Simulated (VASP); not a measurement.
Here is a VASP 6.6.1 calculation.

File INCAR:

```
PREC     = Accurate       # precision mode
ENCUT    = 600            # plane-wave cutoff, eV
EDIFF    = 1E-7           # SCF threshold, eV
ISMEAR   = 0              # smearing method
SIGMA    = 0.1            # smearing width, eV
LREAL    = False          # projectors in reciprocal space
LASPH    = True           # aspherical terms in the spheres
NELM     = 100            # most SCF steps
ALGO     = Normal         # electronic algorithm
ISIF     = 3              # what is computed and relaxed
LWAVE    = False          # write WAVECAR
LCHARG   = False          # write CHGCAR
GGA      = PE             # functional
IBRION   = 2              # ionic algorithm
NSW      = 90             # ionic steps
EDIFFG   = -0.04          # ionic threshold
```

KPOINTS

```
Automatic mesh
0
Gamma
  3 3 4
```

File POSCAR:

```
MgCd3Te2
1.0
    6.5059794000      0.0000000000      0.0000000000
   -3.2529897000      5.6343434400      0.0000000000
    0.0000000000      0.0000000000      3.8824976600
Mg Cd Te
1 3 2
Direct
    0.0000000000      0.0000000000      0.0000000000
    0.5000000000      0.0000000000      0.5000000000
    0.5000000000      0.5000000000      0.5000000000
    0.0000000000      0.5000000000      0.5000000000
    0.3333333300      0.6666666700      0.0000000000
    0.6666666700      0.3333333300      0.0000000000
```

Potentials or basis: VASP PAW PBE potentials, release 64 (Mg, Cd, Te).

Run with:

```sh
$ cat potpaw_PBE.64/Mg/POTCAR potpaw_PBE.64/Cd/POTCAR potpaw_PBE.64/Te/POTCAR > POTCAR
$ mpirun -np 1 vasp_std > vasp.out
```

**Question.** What does it give for the relaxed cell?

**Answer.** a = 7.261 Å, b = 7.261 Å, c = 4.414 Å, α = 90.00°, β = 90.00°, γ = 120.00°.

**Question.** What does it give for the relaxed volume?

**Answer.** 33.58 Å³/atom.

**Question.** Estimate the space group after relaxing (to 0.1 Å).

**Answer.** P6/mmm (No. 191).

Final structure:
```cif
data_structure
_symmetry_space_group_name_H-M 'P 1'
_symmetry_Int_Tables_number 1
_cell_length_a 7.2606
_cell_length_b 7.2606
_cell_length_c 4.4139
_cell_angle_alpha 90.000
_cell_angle_beta 90.000
_cell_angle_gamma 120.000
_cell_volume 201.51
loop_
_atom_site_label
_atom_site_type_symbol
_atom_site_fract_x
_atom_site_fract_y
_atom_site_fract_z
_atom_site_occupancy
Mg1 Mg 0.00000 0.00000 0.00000 1
Cd1 Cd 0.50000 0.00000 0.50000 1
Cd2 Cd 0.50000 0.50000 0.50000 1
Cd3 Cd 0.00000 0.50000 0.50000 1
Te1 Te 0.33333 0.66667 0.00000 1
Te2 Te 0.66667 0.33333 0.00000 1
```

Caveat: the k points lie up to 0.36 Å⁻¹ apart in the final cell, too coarse for converged energies and pressures of a metal; the volume moved by over 15 % at a fixed basis, so the end points are rough.
